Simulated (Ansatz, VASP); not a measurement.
**K2NaBCl6: VASP beside Ansatz**

File INCAR:

```
SYSTEM = K2NaBCl6
ALGO     = Normal         ! electronic algorithm
EDIFF    = 1E-6           ! SCF threshold, eV
ENCUT    = 520            ! plane-wave cutoff, eV
GGA      = PE             ! functional
ISIF     = 2              ! what is computed and relaxed
ISMEAR   = 0              ! smearing method
LASPH    = .TRUE.         ! aspherical terms in the spheres
LCHARG   = .FALSE.        ! write CHGCAR
LREAL    = .FALSE.        ! projectors in reciprocal space
LWAVE    = .FALSE.        ! write WAVECAR
NBANDS   = 46             ! bands
NELM     = 100            ! most SCF steps
PREC     = Accurate       ! precision mode
SIGMA    = 0.1            ! smearing width, eV
```

Contents of KPOINTS:

```
k-points
0
G
  4 4 2
  0 0 0
```

File POSCAR:

```
K2NaBCl6
1.0
    5.5945072000      0.0000000000      0.0000000000
    0.0888661000      5.5945047000      0.0000000000
    0.8459569000      0.8231893000      8.9570094000
K Na B Cl
2 1 1 6
Direct
    0.5730620000      0.5397650000      0.2888010000
    0.4586440000      0.4313880000      0.7168230000
    0.0246910000      0.9799490000      0.4997280000
    0.0776210000      0.9184440000      0.9991640000
    0.4036390000      0.9674500000      0.0028550000
    0.5202640000      0.9732870000      0.5156380000
    0.0204130000      0.5939720000      0.9955690000
    0.0338810000      0.4847470000      0.4836940000
    0.9133080000      0.0258420000      0.1710190000
    0.9744780000      0.0851570000      0.8267090000
```

Input for Ansatz:

```yaml
crystal:
  lattice:
    - [5.5945072, 0.0, 0.0]
    - [0.0888661, 5.5945047, 0.0]
    - [0.8459569, 0.8231893, 8.9570094]
  atoms:
    - { symbol: K, position: [0.573062, 0.539765, 0.288801] }
    - { symbol: K, position: [0.458644, 0.431388, 0.716823] }
    - { symbol: Na, position: [0.024691, 0.979949, 0.499728] }
    - { symbol: B, position: [0.077621, 0.918444, 0.999164] }
    - { symbol: Cl, position: [0.403639, 0.96745, 0.002855] }
    - { symbol: Cl, position: [0.520264, 0.973287, 0.515638] }
    - { symbol: Cl, position: [0.020413, 0.593972, 0.995569] }
    - { symbol: Cl, position: [0.033881, 0.484747, 0.483694] }
    - { symbol: Cl, position: [0.913308, 0.025842, 0.171019] }
    - { symbol: Cl, position: [0.974478, 0.085157, 0.826709] }
basis:
  ecutwfc: 420
kpoints:
  mp_grid: { grid: [4, 4, 2] }
hamiltonian:
  xc: pbe
scf:
  occupations: { method: gaussian, width: 0.1 }
  lower_state_search: "off"
output:
  forces: true
  stress: true
  eigenvalues: true
```

Alike in both runs: task single point; functional PBE; k mesh 4 × 4 × 2; occupations gaussian, width 0.1 eV; no spin polarisation.

```csv
,VASP,Ansatz
version,VASP 6.6.1,Ansatz 0.2.0
potentials or method,"VASP PAW PBE potentials, release 64 (K_sv, Na_pv, B, Cl), cutoff 520 eV","scalar-relativistic, plane waves, PAW"
valence electrons in the cell,70,72
```

```csv
,VASP,Ansatz,Ansatz less VASP
gap on the k mesh at the Fermi level (eV),4.85,4.85,-0.001
least direct gap on the mesh (eV),4.93,4.93,-0.001
pressure (GPa),-0.1,0.0,+0.10
rms of the force components (eV/Å),0.017,0.003,-0.0133
```

Atom by atom the forces differ by 0.017 eV/Å (rms over components). VASP's potentials hold 70 valence electrons a cell and Ansatz's 72, so a difference there can come from the potentials and not from the codes.
